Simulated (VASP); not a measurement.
# La2O3 (P-3m1) in VASP: further runs

The runs below take La2O3 through single point, relaxation of cell and atoms, with LDA.

All numbers are computed with VASP 6.6.1; they aren't measurements. Logs are shortened: lines on timing, memory, paths and dates and some standing lists are left out, and cuts for length are marked.

### Step 1. The cell of the first run

It takes space group P-3m1 (No. 164, trigonal). Conventional cell: a = 3.883 Å, b = 3.883 Å, c = 5.951 Å, α = 90.00°, β = 90.00°, γ = 120.00°. Within 3.1 Å of La (site symmetry 3m) lie 7 O at 2.33 to 2.67 Å. O (site symmetry 3m) has 4 La at 2.33 to 2.40 Å and 6 O at 2.84 to 3.07 Å within 3.1 Å. O (site symmetry -3m) has 6 La at 2.67 Å and 6 O at 3.07 Å within 3.5 Å.

### Step 2. Single point, LDA

INCAR reads:

```
SYSTEM = La2O3
ALGO = Normal
EDIFF = 1E-6
ENCUT = 520
GGA = CA
ISIF = 2
ISMEAR = 0
LASPH = .TRUE.
LCHARG = .FALSE.
LREAL = .FALSE.
LWAVE = .FALSE.
NBANDS = 28
NELM = 60
PREC = Accurate
SIGMA = 0.02
```

KPOINTS reads:

```
k-points
0
G
  9 9 4
  0 0 0
```

POSCAR reads:

```
La2O3
1.0
    3.8831110550      0.0000000000      0.0000000000
   -1.9415555275      3.3628728193      0.0000000000
    0.0000000000      0.0000000000      5.9507759185
La O
2 3
Direct
    0.6666666667      0.3333333333      0.7560331043
    0.3333333333      0.6666666667      0.2439668957
    0.6666666667      0.3333333333      0.3533831676
    0.3333333333      0.6666666667      0.6466168324
    0.0000000000      0.0000000000      0.0000000000
```

Potentials or basis: VASP PAW LDA potentials, release 64 (La, O).

Launch:

```console
$ cat potpaw_LDA.64/La/POTCAR potpaw_LDA.64/O/POTCAR > POTCAR
$ mpirun -np 1 vasp_std > vasp.out
```

OUTCAR:

```text
SYSTEM = La2O3
   EDIFF = 1E-6
   ENCUT = 520
   GGA = CA
   ISIF = 2
   ISMEAR = 0
   LASPH = .TRUE.
   LREAL = .FALSE.
   NELM = 60
   PREC = Accurate

 ion  position               nearest neighbor table
   1  0.667  0.333  0.756-   4 2.33   4 2.33   4 2.33   3 2.40   5 2.67   5 2.67   5 2.67   2 3.67
                             2 3.67   2 3.67
   2  0.333  0.667  0.244-   3 2.33   3 2.33   3 2.33   4 2.40   5 2.67   5 2.67   5 2.67   1 3.67
                             1 3.67   1 3.67
   3  0.667  0.333  0.353-   2 2.33   2 2.33   2 2.33   1 2.40
   4  0.333  0.667  0.647-   1 2.33   1 2.33   1 2.33   2 2.40
   5  0.000  0.000  0.000-   1 2.67   2 2.67   2 2.67   1 2.67   1 2.67   2 2.67

  LATTYP: Found a hexagonal cell.
 ALAT       =     3.8831110550
 C/A-ratio  =     1.5324763660

  Lattice vectors:

 A1 = (   3.8831110550,   0.0000000000,   0.0000000000)
 A2 = (  -1.9415555275,   3.3628728193,   0.0000000000)
 A3 = (   0.0000000000,   0.0000000000,   5.9507759185)

Analysis of symmetry for initial positions (statically):
=====================================================================
 Subroutine PRICEL returns:
 Original cell was already a primitive cell.

 Routine SETGRP: Setting up the symmetry group for a
 hexagonal supercell.

 Subroutine GETGRP returns: Found 12 space group operations
 (whereof 12 operations were pure point group operations)
 out of a pool of 24 trial point group operations.

The static configuration has the point symmetry D_3d.

Analysis of symmetry for dynamics (positions and initial velocities):
=====================================================================
 Subroutine PRICEL returns:
 Original cell was already a primitive cell.

 Routine SETGRP: Setting up the symmetry group for a
 hexagonal supercell.

 Subroutine GETGRP returns: Found 12 space group operations
 (whereof 12 operations were pure point group operations)
 out of a pool of 24 trial point group operations.

The dynamic configuration has the point symmetry D_3d.

 Subroutine INISYM returns: Found 12 space group operations
 (whereof 12 operations are pure point group operations),
 and found     1 'primitive' translations

----------------------------------------------------------------------------------------

                                     Primitive cell
[... 96 lines left out ...]
   NELM   =     60;   NELMIN=  2; NELMDL= -5     # of ELM steps
   EDIFF  = 0.1E-05   stopping-criterion for ELM
   LREAL  =      F    real-space projection
   EDIFFG = 0.1E-04   stopping-criterion for IOM
   NSW    =      0    number of steps for IOM
   IBRION =     -1    ionic relax: 0-MD 1-quasi-New 2-CG
   NFREE  =      0    steps in history (QN), initial steepest desc. (CG)
   ISIF   =      2    stress and relaxation
   ISYM   =      2    0-nonsym 1-usesym 2-fastsym
   POTIM  = 0.5000    time-step for ionic-motion
   TEBEG  =    0.0;   TEEND  =   0.0 temperature during run
   PSTRESS=    0.0 pullay stress
   NELECT =      40.0000    total number of electrons
   NUPDOWN=      -1.0000    fix difference up-down
   EMIN   =  10.00;   EMAX   =-10.00  energy-range for DOS
   EFERMI =   0.00;   METHOD = LEGACY
   ISMEAR =     0;   SIGMA  =   0.02  broadening in eV -4-tet -1-fermi 0-gaus
   EFERMI_NEDOS =   21; number of points for ismear=-14 and -15
   IALGO  =     38    algorithm
   IMIX   =      4    mixing-type and parameters
     AMIX     =   0.40;   BMIX     =  1.00
     AMIX_MAG =   1.60;   BMIX_MAG =  1.00
  volume/ion in A,a.u.               =      15.54       104.88
  Fermi-wavevector in a.u.,A,eV,Ry     =   1.312019  2.479357 23.420995  1.721395
  Thomas-Fermi vector in A             =   2.442441
   LORBIT       =      0    0 simple, 1 ext, 2 COOP (PROOUT), +10 PAW based schemes
   GGA     = CA    functional components
   LHFCALC =     F    Hartree Fock is set to
   AEXX    =    0.0000 exact exchange contribution
   IVDW    =     0    specifies the selected vdW correction
   LEPSILON=     F    determine dielectric tensor
   LRPA    =     F    only Hartree local field effects (RPA)
 non-spin polarized calculation
 Gauss-broadening in eV      SIGMA  =   0.02
  energy-cutoff  :      520.00
  volume of cell :       77.71
 maximum number of plane-waves:      2134
 NGX is ok and might be reduce to    30
   NGX = 15   NGY = 15   NGZ = 23

 number of electron      39.9999990 magnetization

 Free energy of the ion-electron system (eV)
  ---------------------------------------------------
  ext. energy  EPLUGINS =         0.00000000
  ---------------------------------------------------
  free energy    TOTEN  =       -45.89762947 eV

  energy without entropy =      -45.89762947  energy(sigma->0) =      -45.89762947

 E-fermi :   6.3567     XC(G=0): -11.1856

 val. band max:        6.1841594335   @ k =   0.4444  -0.0000   0.5000
 cond. band min:       9.9336021281   @ k =   0.3333   0.3333   0.0000
 fundamental gap:      3.7494426946
 Fermi energy:         6.3566809688

 k-point     1 :       0.0000    0.0000    0.0000
  band No.  band energies     occupation
      1     -23.3133      2.00000
      2     -22.9820      2.00000
      3     -10.7202      2.00000
      4      -9.2765      2.00000
      5      -8.8529      2.00000
      6      -6.8105      2.00000
[... 733 lines left out ...]
     27      11.7097      0.00000
     28      11.8093      0.00000

 [... further k-points ...]

------------------------ aborting loop because EDIFF is reached ----------------------------------------

  FORCE on cell =-STRESS in cart. coord.  units (eV):
  Direction    XX          YY          ZZ          XY          YZ          ZX
  --------------------------------------------------------------------------------------
  -------------------------------------------------------------------------------------
  Total       -0.0246894     -0.0246894     -0.0320652     -0.0000000     -0.0000000      0.0000000
  in kB       -0.5090466     -0.5090466     -0.6611209     -0.0000000     -0.0000000      0.0000000
  external PRESSURE =      -0.5597380 kB  Pullay stress =       0.0000000 kB

 VOLUME and BASIS-vectors are now :
 -----------------------------------------------------------------------------
  energy-cutoff  :      520.00
  volume of cell :       77.71
      direct lattice vectors                 reciprocal lattice vectors
     3.883111055  0.000000000  0.000000000     0.257525470  0.148682400  0.000000000
    -1.941555528  3.362872819  0.000000000     0.000000000  0.297364799  0.000000000
     0.000000000  0.000000000  5.950775918     0.000000000  0.000000000  0.168045313

 POSITION                                       TOTAL-FORCE (eV/Angst)
 -----------------------------------------------------------------------------------
      1.94156      1.12096      4.49898         0.000000     -0.000000      0.010078
     -0.00000      2.24192      1.45179        -0.000000      0.000000     -0.010078
      1.94156      1.12096      2.10290         0.000000     -0.000000      0.000974
     -0.00000      2.24192      3.84787        -0.000000      0.000000     -0.000974
      0.00000      0.00000      0.00000         0.000000      0.000000      0.000000
 -----------------------------------------------------------------------------------
    total drift:                               -0.000000      0.000000     -0.000000

  FREE ENERGIE OF THE ION-ELECTRON SYSTEM (eV)
  ---------------------------------------------------
  free  energy   TOTEN  =       -45.8976294672 eV

  energy  without entropy=      -45.8976294672  energy(sigma->0) =      -45.89762947
```

OSZICAR:

```text
N       E                     dE             d eps       ncg     rms          rms(c)
DAV:   1     0.466463434035E+03    0.46646E+03   -0.15483E+04  2488   0.224E+03
DAV:   2     0.819694638916E+02   -0.38449E+03   -0.36285E+03  3144   0.357E+02
DAV:   3    -0.371770075350E+02   -0.11915E+03   -0.11493E+03  3964   0.202E+02
DAV:   4    -0.505454150700E+02   -0.13368E+02   -0.13330E+02  4048   0.728E+01
DAV:   5    -0.514724431693E+02   -0.92703E+00   -0.92636E+00  4248   0.205E+01    0.147E+01
DAV:   6    -0.461581939491E+02    0.53142E+01   -0.47404E+01  3968   0.381E+01    0.760E+00
DAV:   7    -0.459931631680E+02    0.16503E+00   -0.50441E+00  4720   0.197E+01    0.353E+00
DAV:   8    -0.459169106890E+02    0.76252E-01   -0.62993E-01  4184   0.606E+00    0.117E+00
DAV:   9    -0.458966874605E+02    0.20223E-01   -0.10277E-01  4344   0.228E+00    0.339E-01
DAV:  10    -0.458974449049E+02   -0.75744E-03   -0.20831E-02  4176   0.897E-01    0.162E-01
DAV:  11    -0.458978286167E+02   -0.38371E-03   -0.64981E-03  4608   0.551E-01    0.124E-01
DAV:  12    -0.458976280289E+02    0.20059E-03   -0.29957E-03  4048   0.293E-01    0.398E-02
DAV:  13    -0.458976521236E+02   -0.24095E-04   -0.84743E-04  4248   0.183E-01    0.352E-02
DAV:  14    -0.458976285215E+02    0.23602E-04   -0.19878E-04  4280   0.109E-01    0.447E-03
DAV:  15    -0.458976295010E+02   -0.97953E-06   -0.10594E-05  3736   0.247E-02    0.310E-03
DAV:  16    -0.458976294672E+02    0.33778E-07   -0.93505E-07  2168   0.106E-02
   1 F= -.45897629E+02 E0= -.45897629E+02  d E =-.101810E-35
```

stdout:

```text
POSCAR found type information on POSCAR LaO
 POSCAR found :  2 types and       5 ions
 scaLAPACK will be used
 LDA part: xc-table for (Slater(with rela. corr.)+CA(PZ))
 , standard interpolation
 POSCAR, INCAR and KPOINTS ok, starting setup
 FFT: planning ... GRIDC
 FFT: planning ... GRID_SOFT
 FFT: planning ... GRID
 WAVECAR not read
 entering main loop
```

Wall time 2.6 min (1 thread of Intel Xeon Platinum 8259CL at 2.50GHz (Skylake/Cascade Lake), shared host); peak memory 0.23 GiB.

What came out:

```yaml
Free_energy: -45.8976 eV
Pressure: -0.1 GPa
Largest_force: 0.010 eV/Å
Band_gap_on_the_k_mesh: 3.75 eV (least direct gap 3.80 eV)
```

Forces in eV/Å, atoms in the order of the input:
```
La   0.000  0.000  0.010
La   0.000  0.000 -0.010
O    0.000  0.000  0.001
O    0.000  0.000 -0.001
O    0.000  0.000  0.000
```

Caveat: spin-orbit coupling is left out, which moves the levels of the heavy elements. A k mesh can miss the band edges.

(Continued in part 2 of 2.)
